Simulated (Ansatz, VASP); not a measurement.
# Two plane-wave programs on La4TaO

INCAR

```
PREC = Accurate
ENCUT = 520
EDIFF = 1E-6
ISMEAR = 0
SIGMA = 0.1
LREAL = F
LASPH = T
NELM = 150
ALGO = Normal
ISIF = 2
LWAVE = F
LCHARG = T
ISPIN = 2
MAGMOM = 0 0 0 0 1 0
LORBIT = 11
LMAXMIX = 6
GGA = PE
LELF = T
LVHAR = T
NBANDS = 44
```

Contents of KPOINTS:

```
Automatic mesh
0
Gamma
  4 4 4
```

The input POSCAR:

```
La4TaO
1.0
    0.0000000000      4.0695045300      4.0695045300
    4.0695045300      0.0000000000      4.0695045300
    4.0695045300      4.0695045300      0.0000000000
La Ta O
4 1 1
Direct
    0.3753429500      0.3753429500      0.8739711600
    0.8739711600      0.3753429500      0.3753429500
    0.3753429500      0.8739711600      0.3753429500
    0.3753429500      0.3753429500      0.3753429500
    0.7500000000      0.7500000000      0.7500000000
    0.0000000000      0.0000000000      0.0000000000
```

Input for Ansatz:

```yaml
crystal:
  lattice:
    - [0.0, 4.06950453, 4.06950453]
    - [4.06950453, 0.0, 4.06950453]
    - [4.06950453, 4.06950453, 0.0]
  atoms:
    - { symbol: La, position: [0.37534295, 0.37534295, 0.87397116] }
    - { symbol: La, position: [0.87397116, 0.37534295, 0.37534295] }
    - { symbol: La, position: [0.37534295, 0.87397116, 0.37534295] }
    - { symbol: La, position: [0.37534295, 0.37534295, 0.37534295] }
    - { symbol: Ta, position: [0.75, 0.75, 0.75], spin: 1.0 }
    - { symbol: O, position: [0.0, 0.0, 0.0] }
basis:
  ecutwfc: 420
kpoints:
  mp_grid: { grid: [4, 4, 4] }
hamiltonian:
  xc: pbe
scf:
  occupations: { method: gaussian, width: 0.1 }
  lower_state_search: "off"
output:
  forces: true
  stress: true
  eigenvalues: true
  populations: true
magnetization:
  spin_polarized: true
```

Change from the starting cell: species swapped into the TbInCu4 type (F-43m, No. 216).

Alike in both runs: task single point; functional PBE; k mesh 4 × 4 × 4; occupations gaussian, width 0.1 eV; collinear spin.

|  | VASP | Ansatz |
| --- | --- | --- |
| version | VASP 6.6.1 | Ansatz 0.2.0 |
| potentials or method | VASP PAW PBE potentials, release 64 (La, Ta_pv, O), cutoff 520 eV | scalar-relativistic, plane waves, PAW |
| valence electrons in the cell | 61 | 63 |

```csv
,VASP,Ansatz,Ansatz less VASP
gap on the k mesh at the Fermi level (eV),none,none,-
pressure (GPa),14.9,14.9,0.00
rms of the force components (eV/Å),0.001,0.007,+0.0066
net moment per atom (μB),0.00,0.00,0.000
```

Atom by atom the forces differ by 0.008 eV/Å (rms over components). A gap of «none» marks a metal or a gap that the smearing closes. VASP's potentials hold 61 valence electrons a cell and Ansatz's 63, so a difference there can come from the potentials and not from the codes. Ansatz's warnings: seeded moment not kept.

Spin-orbit coupling is off throughout.
